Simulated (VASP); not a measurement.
Wanted: the native input for a VASP 6.6.1 run.

```
Task                   : single point
Functional             : LDA
Potentials or basis    : VASP PAW LDA potentials, release 64 (Na_pv)
Cutoff                 : 520 eV
k mesh                 : 11 × 11 × 6
Occupations            : fermi-dirac, width 0.05 eV
Spin                   : no spin polarisation
Dipole correction      : no
Further INCAR settings : ALGO = Normal; EDIFF = 1e-06; NBANDS = 14
```

The structure of Na lies in POSCAR:

```
Na
1.0
    3.8165724849      0.0000000000      0.0000000000
   -1.9082862425      3.3052487273      0.0000000000
    0.0000000000      0.0000000000      6.2349829711
Na
2
Direct
    0.3333333333      0.6666666667      0.2500000000
    0.6666666667      0.3333333333      0.7500000000
```

This cell differs from its parent crystal: volume scaled by 1.04.

One way to write it, as run:

INCAR

```
SYSTEM = Na
PREC     = Accurate       ! precision mode
ENCUT    = 520            ! plane-wave cutoff, eV
EDIFF    = 1E-6           ! SCF threshold, eV
ISMEAR   = -1             ! smearing method
SIGMA    = 0.05           ! smearing width, eV
LREAL    = .FALSE.        ! projectors in reciprocal space
LASPH    = .TRUE.         ! aspherical terms in the spheres
NELM     = 100            ! most SCF steps
ALGO     = Normal         ! electronic algorithm
ISIF     = 2              ! what is computed and relaxed
LWAVE    = .FALSE.        ! write WAVECAR
LCHARG   = .FALSE.        ! write CHGCAR
NBANDS   = 14             ! bands
```

KPOINTS

```
Automatic mesh
0
G
  11 11 6
  0 0 0
```

Potentials or basis: VASP PAW LDA potentials, release 64 (Na_pv).

Launch:

```sh
$ cat potpaw_LDA.64/Na_pv/POTCAR > POTCAR
$ mpirun -np 1 vasp_std > vasp.out
```

Results of the run:

| Quantity | Value |
| --- | --- |
| Pressure | -1.0 GPa |
| Band gap on the k mesh | zero (band 7 reaches 1.75 eV, above the bottom of band 8 at -2.17 eV) |

Run time: 13 s on 1 thread of Intel(R) Xeon(R) 6975P-C (Granite Rapids), with other jobs on the host, peak memory 0.18 GiB.
